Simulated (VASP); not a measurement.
Set up this calculation in VASP 6.6.1, as the native input.

* Task: single point
* Functional: PBEsol
* Potentials or basis: VASP PAW PBE potentials, release 64 (Zn, O)
* Cutoff: 520 eV
* k mesh: 8 × 8 × 8
* Occupations: fermi-dirac, width 0.03 eV
* Spin: no spin polarisation
* Dipole correction: no
* Further INCAR settings: ALGO = Normal; EDIFF = 1e-06; NBANDS = 16

The structure of ZnO lies in POSCAR:

```
ZnO
1.0
    2.6447867384      0.0000000000      0.0000000000
    0.0000000000      2.6447867384      0.0000000000
    0.0000000000      0.0000000000      2.6447867384
Zn O
1 1
Direct
    0.0000000000      0.0000000000      0.0000000000
    0.5000000000      0.5000000000      0.5000000000
```

The input as run:

INCAR

```
PREC     = Accurate       # precision mode
ENCUT    = 520            # plane-wave cutoff, eV
EDIFF    = 1E-6           # SCF threshold, eV
ISMEAR   = -1             # smearing method
SIGMA    = 0.03           # smearing width, eV
LREAL    = False          # projectors in reciprocal space
LASPH    = True           # aspherical terms in the spheres
NELM     = 60             # most SCF steps
ALGO     = Normal         # electronic algorithm
ISIF     = 2              # what is computed and relaxed
LWAVE    = False          # write WAVECAR
LCHARG   = False          # write CHGCAR
GGA      = PS             # functional
NBANDS   = 16             # bands
```

KPOINTS

```
Automatic mesh
0
Gamma
  8 8 8
```

Potentials or basis: VASP PAW PBE potentials, release 64 (Zn, O).

Run with:

```console
$ cat potpaw_PBE.64/Zn/POTCAR potpaw_PBE.64/O/POTCAR > POTCAR
$ mpirun -np 1 vasp_std > vasp.out
```

Results of the run:

The pressure is 1.0 GPa and the band gap on the k mesh is zero (band 9 reaches 3.46 eV, above the bottom of band 10 at 2.81 eV).

Caveat: the PAW data sets were made with another functional, which shifts forces and pressure a little.

It used 8.9 s of CPU time on 1 thread of AMD EPYC 7R13 Processor (Zen 3), with other jobs on the host.
